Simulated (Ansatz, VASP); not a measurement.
**Pd in VASP and in Ansatz**

File POSCAR:

```
Pd
1.0
    0.0000000000      1.9558504376      1.9558504376
    1.9558504376      0.0000000000      1.9558504376
    1.9558504376      1.9558504376      0.0000000000
Pd
1
Direct
    0.0000000000      0.0000000000      0.0000000000
```

Contents of INCAR.step1:

```
PREC = Accurate
ENCUT = 520
ISMEAR = -1
SIGMA = 0.2
LREAL = False
LASPH = True
NELM = 60
NBANDS = 11
GGA = PE
ALGO = Normal
EDIFF = 1E-4
LWAVE = True
LCHARG = False
```

The input INCAR.step2:

```
PREC = Accurate
ENCUT = 520
EDIFF = 1E-6
ISMEAR = -1
SIGMA = 0.2
LREAL = False
LASPH = True
NELM = 60
ALGO = Normal
ISIF = 2
LWAVE = False
LCHARG = True
METAGGA = R2SCAN
LMIXTAU = True
LELF = True
LVHAR = True
NBANDS = 11
ISTART = 1
```

KPOINTS

```
Automatic mesh
0
Gamma
  14 14 14
```

Input for Ansatz:

```yaml
crystal:
  lattice:
    - [0.0, 1.9558504376, 1.9558504376]
    - [1.9558504376, 0.0, 1.9558504376]
    - [1.9558504376, 1.9558504376, 0.0]
  atoms:
    - { symbol: Pd, position: [0.0, 0.0, 0.0] }
hamiltonian:
  xc: r2scan
  pseudopotentials:
    kind: paw
    azcp:
      Pd: "pseudopotentials/Pd.paw.azcp"
basis:
  ecutwfc: 500
  fft_grid_basis: typed
kpoints:
  mp_grid: { grid: [14, 14, 14], shift: [0, 0, 0] }
magnetization:
  spin_polarized: false
scf:
  occupations: { method: fermi_dirac, width: 0.2 }
  lower_state_search: "off"
output:
  stress: true
```

Alike in both runs: task single point; functional r2SCAN; k mesh 14 × 14 × 14; occupations fermi-dirac, width 0.2 eV; no spin polarisation.

|  | VASP | Ansatz |
| --- | --- | --- |
| version | VASP 6.6.1 | Ansatz 0.2.0 |
| potentials or method | VASP PAW PBE potentials, release 64 (Pd), cutoff 520 eV | plane waves (500 eV) with PAW, scalar-relativistic |
| valence electrons in the cell | 10 | 18 |

```tsv
	VASP	Ansatz	Ansatz less VASP
pressure (GPa)	1.2	0.6	-0.65
```

VASP's potentials were made for PBE, not for r2SCAN. VASP's potentials hold 10 valence electrons a cell and Ansatz's 18, so a difference there can come from the potentials and not from the codes.
